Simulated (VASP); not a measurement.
Here is a VASP 6.6.1 calculation.

Contents of POSCAR:

```
C
1.0
    0.0000000000      1.7833700000      1.7833700000
    1.7833700000      0.0000000000      1.7833700000
    1.7833700000      1.7833700000      0.0000000000
C
2
Direct
    0.7500000000      0.7500000000      0.7500000000
    0.5000000000      0.5000000000      0.5000000000
```

INCAR.step1

```
ALGO = Normal
EDIFF = 1E-5
ENCUT = 1060
GGA = PE
GGA_COMPAT = False
ISIF = 2
ISMEAR = -1
LASPH = True
LCHARG = False
LREAL = False
LWAVE = True
NBANDS = 11
NELM = 120
PREC = Accurate
SIGMA = 0.05
```

Contents of INCAR.step2:

```
AEXX = 0.1
ALGO = Normal
EDIFF = 1E-6
ENCUT = 1060
GGA_COMPAT = False
ISIF = 2
ISMEAR = -1
ISTART = 1
LASPH = True
LCHARG = False
LHFCALC = True
LMIXTAU = True
LREAL = False
LWAVE = False
METAGGA = R2SCAN
NBANDS = 11
NELM = 120
PREC = Accurate
PRECFOCK = Normal
SIGMA = 0.05
```

KPOINTS

```
k-points
0
Gamma
  7 7 7
```

Potentials or basis: VASP PAW PBE potentials, release 64 (C_h).

Run with:

```console
$ cat potpaw_PBE.64/C_h/POTCAR > POTCAR
$ cp INCAR.step1 INCAR
$ mpirun -np 1 vasp_std > vasp.out
$ cp INCAR.step2 INCAR
$ mpirun -np 1 vasp_std > vasp.out
```

Estimate the band gap on the k mesh.

5.21 eV (least direct gap 6.66 eV).

Estimate the pressure.

-6.1 GPa.

Caveat: the k points lie up to 0.44 Å⁻¹ apart; the PAW data sets were made with another functional, which shifts forces and pressure a little; an odd mesh through Γ misses points on the zone boundary, where band edges can lie.
